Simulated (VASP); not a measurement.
Cr, 2 atoms in the cell. Symmetry: Fd-3m, No. 227, cubic system. The conventional cell has a = 4.788 Å, b = 4.788 Å, c = 4.788 Å, α = 90.00°, β = 90.00°, γ = 90.00°. Within 2.7 Å of Cr (site symmetry -43m) lie 4 Cr at 2.07 Å. This isn't the form of Cr at room conditions, which is bcc.

| Item | Value |
| --- | --- |
| Program | VASP 6.6.1 |
| Task | single point |
| Functional | PBEsol |
| Potentials or basis | VASP PAW PBE potentials, release 64 (Cr_sv) |
| Cutoff | 700 eV |
| k mesh | 8 × 8 × 8 |
| Occupations | fermi-dirac, width 0.05 eV |
| Spin | collinear spin, ferromagnetic start |
| Starting moments | [3.0, 3.0] μB |
| Dipole correction | no |
| Further INCAR settings | ALGO = Normal; EDIFF = 1e-06; NBANDS = 25 |

Potentials or basis: VASP PAW PBE potentials, release 64 (Cr_sv).

Launch:

```bash
$ cat potpaw_PBE.64/Cr_sv/POTCAR > POTCAR
$ mpirun -np 1 vasp_std > vasp.out
```

Hardware: 1 thread of Intel(R) Xeon(R) 6975P-C (Granite Rapids), on a shared host.

**Question.** How long does it take, and how much memory?

**Answer.** It took 60 s on 1 thread of Intel(R) Xeon(R) 6975P-C (Granite Rapids) (shared host), peak memory 0.2 GiB. Counts: scf iterations 15, k points 29.
